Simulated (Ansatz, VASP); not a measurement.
Na2W5: VASP beside Ansatz

```xyz
7
Lattice="3.4529 0.0000 0.0000 0.0000 3.4529 0.0000 0.0000 0.0000 11.3215" Properties=species:S:1:pos:R:3 pbc="T T T"
Na    0.0000    0.0000    5.6607
Na    1.7265    1.7265    0.0000
W     0.0000    0.0000    2.0552
W     0.0000    0.0000    9.2663
W     1.7265    1.7265    3.1558
W     1.7265    1.7265    8.1657
W     1.7265    1.7265    5.6607
```

Alike in both runs: functional PBE; k mesh 6 × 6 × 2; occupations gaussian, width 0.1 eV; no spin polarisation.

Ansatz relaxed the structure, and its values are those at the end. VASP's run is a single point on that final structure, the one shown.

|  | VASP | Ansatz |
| --- | --- | --- |
| version | VASP 6.6.1 | Ansatz 0.2.0 |
| potentials or method | VASP PAW PBE potentials, release 64 (Na_pv, W_sv), cutoff 520 eV | scalar-relativistic, plane waves, PAW |
| valence electrons in the cell | 84 | 88 |

```csv
,VASP,Ansatz,Ansatz less VASP
gap on the k mesh at the Fermi level (eV),none,none,-
pressure (GPa),0.4,0.0,-0.36
rms of the force components (eV/Å),0.015,0.001,-0.0140
```

A gap of «none» marks a metal or a gap that the smearing closes. VASP's potentials hold 84 valence electrons a cell and Ansatz's 88, so a difference there can come from the potentials and not from the codes.

Neither program's run includes spin-orbit coupling.
